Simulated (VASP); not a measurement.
The system is F.

```
F
1.0
     2.84111   -1.61423   -0.13369
     2.84111    1.61423   -0.13369
    -1.93409    0.00000    7.02530
F
4
Direct
  0.07798 0.07798 0.09573
  0.92202 0.92202 0.90427
  0.49904 0.49904 0.59588
  0.50096 0.50096 0.40412
```

This cell differs from its parent crystal: volume scaled by 0.91.

```yaml
Program: VASP 6.6.1
Task: relaxation of shape and atoms at fixed volume
Functional: PBE
Dispersion: D3(BJ)
Potentials_or_basis: VASP PAW PBE potentials, release 64 (F)
Cutoff: 600 eV
k_mesh: 8 × 8 × 4
Occupations: gaussian, width 0.02 eV
Spin: no spin polarisation
```

At the start: pressure 2.1 GPa; volume 15.90 Å³/atom.

**Question.** How do energy, volume and symmetry change on relaxing?

**Answer.** Over 25 steps the energy falls by 5.9 meV/atom; space group C2/m (No. 12, to 0.05 Å).

The path:
| step | energy change (eV) | largest force (eV/Å) | pressure (GPa) | volume (Å³) |
| --- | --- | --- | --- | --- |
| 1 | 0.0000 | 0.9288 | 2.13 | 63.60 |
| 2 | 0.1830 | 2.1694 | -5.69 | 63.60 |
| 3 | -0.0230 | 0.0323 | -0.14 | 63.60 |
| 4 | -0.0230 | 0.0084 | -0.07 | 63.60 |
| 5 | -0.0230 | 0.0244 | -0.03 | 63.60 |
| 6 | -0.0231 | 0.0257 | -0.03 | 63.60 |
| 7 | -0.0231 | 0.0576 | -0.02 | 63.60 |
| 8 | -0.0232 | 0.0503 | -0.03 | 63.60 |
| 9 | -0.0232 | 0.0288 | -0.05 | 63.60 |
| 10 | -0.0233 | 0.0158 | -0.09 | 63.60 |
| 11 | -0.0232 | 0.1019 | -0.16 | 63.60 |
| 12 | -0.0233 | 0.0437 | -0.11 | 63.60 |
| 13 | -0.0233 | 0.0429 | -0.10 | 63.60 |
| 14 | -0.0234 | 0.0414 | -0.07 | 63.60 |
| 15 | -0.0235 | 0.0662 | -0.02 | 63.60 |
| 16 | -0.0236 | 0.0443 | -0.01 | 63.60 |
| 17 | -0.0237 | 0.0330 | -0.02 | 63.60 |
| 18 | -0.0237 | 0.0245 | -0.04 | 63.60 |
| 19 | -0.0237 | 0.0494 | -0.09 | 63.60 |
| 20 | -0.0237 | 0.0406 | -0.09 | 63.60 |
| 21 | -0.0238 | 0.0220 | -0.07 | 63.60 |
| 22 | -0.0238 | 0.0277 | -0.06 | 63.60 |
| 23 | -0.0238 | 0.0122 | -0.03 | 63.60 |
| 24 | -0.0238 | 0.0113 | -0.01 | 63.60 |
| 25 | -0.0238 | 0.0089 | -0.01 | 63.60 |

Final structure:
```
F
1.0
     2.85761   -1.62362   -0.14423
     2.85761    1.62362   -0.14423
    -1.97504    0.00000    6.95406
F
4
Direct
  0.08125 0.08125 0.09843
  0.91875 0.91875 0.90157
  0.50023 0.50023 0.59871
  0.49977 0.49977 0.40129
```

Caveat: the cell differs from its parent crystal (volume scaled by 0.91).
